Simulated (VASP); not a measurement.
Here is a VASP 6.6.1 calculation.

File INCAR:

```
  PREC = Accurate
  ENCUT = 520
  EDIFF = 1E-7
  ISMEAR = 0
  SIGMA = 0.1
  LREAL = Auto
  LASPH = T
  NELM = 80
  ALGO = Normal
  ISIF = 2
  LWAVE = F
  LCHARG = F
  GGA = PE
  IVDW = 12
  NBANDS = 40
```

The input KPOINTS:

```
Automatic mesh
0
Gamma
  3 3 1
```

The input POSCAR:

```
Al
1.0
    5.7275650000      0.0000000000      0.0000000000
    2.8637820000      4.9602170000      0.0000000000
    0.0000000000      0.0000000000     18.0148060000
Al
17
Direct
    0.0000000000      0.0000000000      0.0555099000
    0.5000000000      0.0000000000      0.0555099000
    0.0000000000      0.5000000000      0.0555099000
    0.5000000000      0.5000000000      0.0555099000
    0.1655555283      0.1671876812      0.1834037583
    0.6664864793      0.1669758344      0.1834100085
    0.1657648142      0.6676196094      0.1836879124
    0.6658154144      0.6678054479      0.1834744690
   -0.1673925953      0.3341777138      0.3082494346
    0.3336567452      0.3321814596      0.3085835328
   -0.1699326500      0.8354979588      0.3089961721
    0.3338512798      0.8354204853      0.3089324495
   -0.0049106960      0.0107207673      0.4356510113
    0.5004457707      0.0003902516      0.4425046671
   -0.0036493969      0.4968332498      0.4356329805
    0.5062922486      0.4975398825      0.4357754959
    0.1633799888      0.6711045245      0.5482381270
```

Potentials or basis: VASP PAW PBE potentials, release 64 (Al).

Run with:

```console
$ cat potpaw_PBE.64/Al/POTCAR > POTCAR
$ mpirun -np 1 vasp_std > vasp.out
```

(1) Predict the largest force.

(2) Estimate the dispersion energy per atom.

Answers

(1) 0.150 eV/Å.

(2) -0.259 eV.

Caveat: the k points lie up to 0.42 Å⁻¹ apart.
